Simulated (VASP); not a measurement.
Crystal: Ta4Rh.

```
Ta Rh
1.0
    -2.70096    2.70096    2.70096
     2.70096   -2.70096    2.70096
     2.70096    2.70096   -2.70096
Ta Rh
4 1
Direct
  0.00000 0.00000 0.50000
  0.00000 0.50000 0.00000
  0.50000 0.00000 0.00000
  0.50000 0.50000 0.50000
  0.00000 0.00000 0.00000
```

```yaml
Program: VASP 6.6.1
Task: relaxation of cell and atoms
Functional: PBE
Potentials_or_basis: VASP PAW PBE potentials, release 64 (Ta_pv, Rh_pv)
Cutoff: 600 eV
k_mesh: 4 × 4 × 4
Occupations: gaussian, width 0.1 eV
Spin: no spin polarisation
```

At the start: pressure 84.2 GPa; volume 15.76 Å³/atom.

Question: Where does the relaxation end?

Answer: Over 5 steps the energy falls by 1102.1 meV/atom and the volume is 21.10 Å³/atom (+33.9 %); space group Im-3m (No. 229, to 0.05 Å).

The path:
| step | energy change (eV) | largest force (eV/Å) | pressure (GPa) | volume (Å³) |
| --- | --- | --- | --- | --- |
| 1 | 0.0000 | 0.0000 | 84.18 | 78.82 |
| 2 | 10.1286 | 0.0000 | -22.83 | 216.06 |
| 3 | -5.2510 | 0.0000 | -9.91 | 113.48 |
| 4 | -5.4860 | 0.0000 | -3.34 | 107.92 |
| 5 | -5.5107 | 0.0000 | 0.15 | 105.50 |

Final structure:
```yaml
crystal:
  lattice:
    - [-2.97669, 2.97669, 2.97669]
    - [2.97669, -2.97669, 2.97669]
    - [2.97669, 2.97669, -2.97669]
  atoms:
    - { symbol: Ta, position: [0.00000, 0.00000, 0.50000] }
    - { symbol: Ta, position: [0.00000, 0.50000, 0.00000] }
    - { symbol: Ta, position: [0.50000, 0.00000, 0.00000] }
    - { symbol: Ta, position: [0.50000, 0.50000, 0.50000] }
    - { symbol: Rh, position: [0.00000, 0.00000, 0.00000] }
```

Caveat: the k points lie up to 0.37 Å⁻¹ apart in the final cell; the volume moved by over 15 % at a fixed basis, so the end points are rough.
